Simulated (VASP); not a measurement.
# Te2Mo in VASP: notebook, part 2 of 2

VASP 6.6.1. Earlier steps stand in the parts before.

### Step 4. Single point, LDA (strain +0.050 along x and y, +0.000 along z)

Contents of INCAR:

```
  ALGO = Normal
  EDIFF = 1E-7
  ENCUT = 520
  ISIF = 2
  ISMEAR = 0
  LASPH = True
  LCHARG = False
  LREAL = False
  LWAVE = False
  NBANDS = 49
  NELM = 60
  PREC = Accurate
  SIGMA = 0.05
```

Contents of KPOINTS:

```
k-points
0
Gamma
  12 12 1
```

Contents of POSCAR:

```
Te2Mo
1.0
    3.6445462972      0.0000000000      0.0000000000
   -1.8222731486      3.1562696786      0.0000000000
    0.0000000000      0.0000000000     30.2065362563
Te Mo
6 3
Direct
    0.0000000000      0.0000000000      0.9405159683
    0.3333333333      0.6666666667      0.7128929968
    0.3333333333      0.6666666667      0.1682534351
    0.3333333333      0.6666666667      0.8317465649
    0.3333333333      0.6666666667      0.2871070032
    0.0000000000      0.0000000000      0.0594840317
    0.0000000000      0.0000000000      0.7722229666
    0.0000000000      0.0000000000      0.2277770334
    0.3333333333      0.6666666667      0.0000000000
```

Potentials or basis: VASP PAW LDA potentials, release 64 (Te, Mo_sv).

The run is started by

```console
> cat potpaw_LDA.64/Te/POTCAR potpaw_LDA.64/Mo_sv/POTCAR > POTCAR
> mpirun -np 1 vasp_std > vasp.out
```

OUTCAR:

```text
EDIFF = 1E-7
   ENCUT = 520
   ISIF = 2
   ISMEAR = 0
   LASPH = True
   LREAL = False
   NELM = 60
   PREC = Accurate

 ion  position               nearest neighbor table
   1  0.000  0.000  0.941-   9 2.77   9 2.77   9 2.77   6 3.59
   2  0.333  0.667  0.713-   7 2.76   7 2.76   7 2.76   4 3.59
   3  0.333  0.667  0.168-   8 2.77   8 2.77   8 2.77   5 3.59
   4  0.333  0.667  0.832-   7 2.77   7 2.77   7 2.77   2 3.59
   5  0.333  0.667  0.287-   8 2.76   8 2.76   8 2.76   3 3.59
   6  0.000  0.000  0.059-   9 2.77   9 2.77   9 2.77   1 3.59
   7  0.000  0.000  0.772-   2 2.76   2 2.76   2 2.76   4 2.77   4 2.77   4 2.77
   8  0.000  0.000  0.228-   5 2.76   5 2.76   5 2.76   3 2.77   3 2.77   3 2.77
   9  0.333  0.667  0.000-   1 2.77   6 2.77   1 2.77   6 2.77   1 2.77   6 2.77

  LATTYP: Found a hexagonal cell.
 ALAT       =     3.6445462972
 C/A-ratio  =     8.2881472186

  Lattice vectors:

 A1 = (   3.6445462972,   0.0000000000,   0.0000000000)
 A2 = (  -1.8222731486,   3.1562696786,   0.0000000000)
 A3 = (   0.0000000000,   0.0000000000,  30.2065362563)

Analysis of symmetry for initial positions (statically):
=====================================================================
 Subroutine PRICEL returns:
 Original cell was already a primitive cell.

 Routine SETGRP: Setting up the symmetry group for a
 hexagonal supercell.

 Subroutine GETGRP returns: Found 12 space group operations
 (whereof 12 operations were pure point group operations)
 out of a pool of 24 trial point group operations.

The static configuration has the point symmetry D_3h.

Analysis of symmetry for dynamics (positions and initial velocities):
=====================================================================
[... 140 lines left out ...]
  Fermi-wavevector in a.u.,A,eV,Ry     =   0.994948  1.880178 13.468688  0.989921
  Thomas-Fermi vector in A             =   2.126934
   LORBIT       =      0    0 simple, 1 ext, 2 COOP (PROOUT), +10 PAW based schemes
   GGA     = CA    functional components
   LHFCALC =     F    Hartree Fock is set to
   AEXX    =    0.0000 exact exchange contribution
   IVDW    =     0    specifies the selected vdW correction
   LEPSILON=     F    determine dielectric tensor
   LRPA    =     F    only Hartree local field effects (RPA)
 non-spin polarized calculation
 Gauss-broadening in eV      SIGMA  =   0.05
  energy-cutoff  :      520.00
  volume of cell :      347.47
 maximum number of plane-waves:      9389
 NGX is ok and might be reduce to    28
   NGX = 13   NGY = 13   NGZ =113

 number of electron      78.0000006 magnetization

 Free energy of the ion-electron system (eV)
  ---------------------------------------------------
  ext. energy  EPLUGINS =         0.00000000
  ---------------------------------------------------
  free energy    TOTEN  =       -61.09631613 eV

  energy without entropy =      -61.09631613  energy(sigma->0) =      -61.09631613

 E-fermi :   3.8674     XC(G=0):  -7.4909

 val. band max:        3.5859149786   @ k =   0.0000   0.0000   0.0000
 cond. band min:       4.1012554739   @ k =   0.3333   0.3333   0.0000
 fundamental gap:      0.5153404953
 Fermi energy:         3.8673695147

 k-point     1 :       0.0000    0.0000    0.0000
  band No.  band energies     occupation
      1     -57.1784      2.00000
      2     -57.1755      2.00000
      3     -57.1755      2.00000
      4     -31.4621      2.00000
      5     -31.4615      2.00000
      6     -31.4615      2.00000
[... 977 lines left out ...]
     48       5.5144      0.00000
     49       6.7355      0.00000

------------------------ aborting loop because EDIFF is reached ----------------------------------------

  FORCE on cell =-STRESS in cart. coord.  units (eV):
  Direction    XX          YY          ZZ          XY          YZ          ZX
  --------------------------------------------------------------------------------------
  -------------------------------------------------------------------------------------
  Total      -12.9941565    -12.9941565     -8.7330869      0.0000000      0.0000000     -0.0000000
  in kB      -59.9156360    -59.9156360    -40.2679818      0.0000000      0.0000000     -0.0000000
  external PRESSURE =     -53.3664179 kB  Pullay stress =       0.0000000 kB

 VOLUME and BASIS-vectors are now :
 -----------------------------------------------------------------------------
  energy-cutoff  :      520.00
  volume of cell :      347.47
      direct lattice vectors                 reciprocal lattice vectors
     3.644546297  0.000000000  0.000000000     0.274382576  0.158414854  0.000000000
    -1.822273149  3.156269679  0.000000000     0.000000000  0.316829708  0.000000000
     0.000000000  0.000000000 30.206536256     0.000000000  0.000000000  0.033105418

 POSITION                                       TOTAL-FORCE (eV/Angst)
 -----------------------------------------------------------------------------------
      0.00000      0.00000     28.40973         0.000000      0.000000      0.734622
     -0.00000      2.10418     21.53403        -0.000000      0.000000      0.783128
     -0.00000      2.10418      5.08235         0.000000     -0.000000      0.734578
     -0.00000      2.10418     25.12418        -0.000000     -0.000000     -0.734578
     -0.00000      2.10418      8.67251        -0.000000      0.000000     -0.783128
      0.00000      0.00000      1.79681         0.000000      0.000000     -0.734622
      0.00000      0.00000     23.32618        -0.000000     -0.000000     -0.005579
      0.00000      0.00000      6.88036        -0.000000     -0.000000      0.005579
     -0.00000      2.10418      0.00000         0.000000     -0.000000      0.000000
 -----------------------------------------------------------------------------------
    total drift:                                0.000001     -0.000000     -0.000000

  FREE ENERGIE OF THE ION-ELECTRON SYSTEM (eV)
  ---------------------------------------------------
  free  energy   TOTEN  =       -61.0963161278 eV

  energy  without entropy=      -61.0963161278  energy(sigma->0) =      -61.09631613
```

OSZICAR:

```text
N       E                     dE             d eps       ncg     rms          rms(c)
DAV:   1     0.593241297201E+03    0.59324E+03   -0.38889E+04  2318   0.135E+03
DAV:   2    -0.197345173816E+02   -0.61298E+03   -0.59421E+03  2300   0.312E+02
DAV:   3    -0.615156973779E+02   -0.41781E+02   -0.40614E+02  2324   0.678E+01
[... 17 lines left out ...]
DAV:  21    -0.610963029815E+02   -0.17908E-04   -0.47192E-07  1674   0.214E-03    0.252E-03
DAV:  22    -0.610963137033E+02   -0.10722E-04   -0.35976E-07  1556   0.981E-04    0.144E-03
DAV:  23    -0.610963156173E+02   -0.19140E-05   -0.66958E-08  1420   0.563E-04    0.511E-04
DAV:  24    -0.610963160726E+02   -0.45526E-06   -0.26176E-08  1244   0.465E-04    0.293E-04
DAV:  25    -0.610963161278E+02   -0.55204E-07   -0.41382E-09  1180   0.208E-04
   1 F= -.61096316E+02 E0= -.61096316E+02  d E =-.302102E-12
```

Run time: 14 min. Hardware: 1 thread of Oxide Virtual Turin-like, shared host; peak memory 0.46 GiB.

Results:

| Item | Value |
| --- | --- |
| Free energy | -61.0963 eV |
| Largest force | 0.783 eV/Å |
| Band gap on the k mesh | 0.52 eV (least direct gap 0.85 eV) |

Forces on the atoms (eV/Å):
```
Te   0.000  0.000  0.735
Te   0.000  0.000  0.783
Te   0.000  0.000  0.735
Te   0.000  0.000 -0.735
Te   0.000  0.000 -0.783
Te   0.000  0.000 -0.735
Mo   0.000  0.000 -0.006
Mo   0.000  0.000  0.006
Mo   0.000  0.000  0.000
```

Levels at points of the mesh, in eV from the valence-band top:
```csv
k point,band 35,band 36,band 37,band 38,band 39,band 40,band 41,band 42,band 43,band 44
"(0.00, 0.00, 0.00)",-1.30,-1.00,-0.77,-0.02,0.00,2.31,2.31,2.36,2.36,2.44
"(0.50, 0.00, 0.00)",-1.00,-0.99,-0.98,-0.86,-0.75,0.82,0.85,0.88,1.11,1.20
```

Caveat: the cell differs from its parent crystal (strain +0.050 along x and y, +0.000 along z); there is no dipole correction, which matters where the two faces differ; semilocal functionals underestimate gaps, and a narrow one can read as zero; spin-orbit coupling is left out, which moves the levels of the heavy elements.

### Step 5. Single point, LDA (strain +0.050 along x and y, +0.050 along z)

Contents of INCAR:

```
SYSTEM = Te2Mo
PREC = Accurate
ENCUT = 520
EDIFF = 1E-7
ISMEAR = 0
SIGMA = 0.05
LREAL = .False.
LASPH = .True.
NELM = 60
ALGO = Normal
ISIF = 2
LWAVE = .False.
LCHARG = .False.
NBANDS = 49
```

Contents of KPOINTS:

```
Automatic mesh
0
Gamma
  12 12 1
  0 0 0
```

POSCAR: that of step 4 with these lines changed.

```diff
@@ -4,3 +4,3 @@
    -1.8222731486      3.1562696786      0.0000000000
-    0.0000000000      0.0000000000     30.2065362563
+    0.0000000000      0.0000000000     31.7168630691
 Te Mo
```

The run is started by

```console
> cat potpaw_LDA.64/Te/POTCAR potpaw_LDA.64/Mo_sv/POTCAR > POTCAR
> mpirun -np 1 vasp_std > vasp.out
```

It took 14 min on 1 thread of Oxide Virtual Turin-like, shared host; peak memory 0.47 GiB.

The run converged. Its results:

```yaml
Free_energy: -60.3780 eV
Largest_force: 1.744 eV/Å
Band_gap_on_the_k_mesh: 0.81 eV (least direct gap 0.93 eV)
```

Forces in eV/Å, atoms in the order of the input:
```
Te   0.000  0.000  1.632
Te   0.000  0.000  1.744
Te   0.000  0.000  1.633
Te   0.000  0.000 -1.633
Te   0.000  0.000 -1.744
Te   0.000  0.000 -1.632
Mo   0.000  0.000  0.000
Mo   0.000  0.000  0.000
Mo   0.000  0.000  0.000
```

Levels at points of the mesh, in eV from the valence-band top:
```
           k point  band 37  band 38  band 39  band 40  band 41  band 42
(0.00, 0.00, 0.00)    -0.65    -0.14    -0.04     2.52     2.52     2.56
(0.50, 0.00, 0.00)    -0.51    -0.41    -0.32     1.16     1.18     1.20
```

Caveat: the cell differs from its parent crystal (strain +0.050 along x and y, +0.050 along z); there is no dipole correction, which matters where the two faces differ; spin-orbit coupling is left out, which moves the levels of the heavy elements.

### Step 6. Overview

```csv
cell,gap on the mesh (eV),largest force (eV/Å)
"a = 3.384, b = 3.384, c = 31.717 Å, angles 90.0, 90.0, 120.0°, 9 atoms",0.58,0.69
"a = 3.471, b = 3.471, c = 31.717 Å, angles 90.0, 90.0, 120.0°, 9 atoms",0.76,1.11
"a = 3.645, b = 3.645, c = 30.207 Å, angles 90.0, 90.0, 120.0°, 9 atoms",0.52,0.78
"a = 3.645, b = 3.645, c = 31.717 Å, angles 90.0, 90.0, 120.0°, 9 atoms",0.81,1.74
```

Alike in all rows: task single point; level LDA; potentials or basis VASP PAW LDA potentials, release 64 (Te, Mo_sv); no spin polarisation; k mesh 12 × 12 × 1; cutoff (eV) 520; smearing gaussian 0.05 eV.

Caveats: there is no dipole correction, which matters where the two faces differ; spin-orbit coupling is left out, which moves the levels of the heavy elements; semilocal functionals underestimate gaps, and a narrow one can read as zero (at least some runs).

Total energies depend on the potentials used, so only differences within one code and one set of settings carry meaning.
